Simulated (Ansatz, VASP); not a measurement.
## Rh: VASP beside Ansatz

File INCAR:

```
ALGO = Fast
EDIFF = 1E-7
ENCUT = 520
GGA = CA
ISIF = 2
ISMEAR = 0
LASPH = T
LCHARG = T
LELF = T
LREAL = F
LVHAR = T
LWAVE = F
NBANDS = 14
NELM = 100
PREC = Accurate
SIGMA = 0.15
```

KPOINTS

```
k-points
0
Gamma
  20 20 20
```

The input POSCAR:

```
Rh
1.0
   -0.2815552893      1.8520706927      1.8770352617
    1.8520706927     -0.2815552893      1.8770352617
    1.5705154035      1.5705154035      0.0000000000
Rh
1
Direct
    0.0000000000      0.0000000000      0.0000000000
```

Input for Ansatz:

```yaml
crystal:
  lattice:
    - [-0.2815552893, 1.8520706927, 1.8770352617]
    - [1.8520706927, -0.2815552893, 1.8770352617]
    - [1.5705154035, 1.5705154035, 0.0]
  atoms:
    - { symbol: Rh, position: [0.0, 0.0, 0.0] }
basis:
  ecutwfc: 420
kpoints:
  mp_grid: { grid: [20, 20, 20] }
hamiltonian:
  xc: lda
  pseudopotentials: { kind: paw, azcp: { folder: soft_1 } }
scf:
  occupations: { method: gaussian, width: 0.15 }
output:
  forces: true
  stress: true
  eigenvalues: true
```

Change from the starting cell: engineering shear strain xy -0.3000, equal normal strain along x and y -0.0133.

Alike in both runs: task single point; functional LDA; k mesh 20 × 20 × 20; occupations gaussian, width 0.15 eV; no spin polarisation.

|  | VASP | Ansatz |
| --- | --- | --- |
| version | VASP 6.6.1 | Ansatz 0.2.0 |
| potentials or method | VASP PAW LDA potentials, release 64 (Rh_pv), cutoff 520 eV | scalar-relativistic, plane waves, PAW |
| valence electrons in the cell | 15 | 17 |

|  | VASP | Ansatz | Ansatz less VASP |
| --- | --- | --- | --- |
| gap on the k mesh at the Fermi level (eV) | none | none | - |
| pressure (GPa) | 54.3 | 52.9 | -1.42 |
| traceless stress, the component that is largest in VASP (GPa) | 77.49 | 76.42 | -1.067 |

Ansatz warns that its potentials were made for another functional, while VASP's fit it. LDA's correlation is that of Perdew and Zunger in VASP and of Perdew and Wang (1992) in Ansatz. A gap of «none» marks a metal or a gap that the smearing closes. Both programs put the cell under a high pressure, so it lies far from rest at this level. VASP's potentials hold 15 valence electrons a cell and Ansatz's 17, so a difference there can come from the potentials and not from the codes.
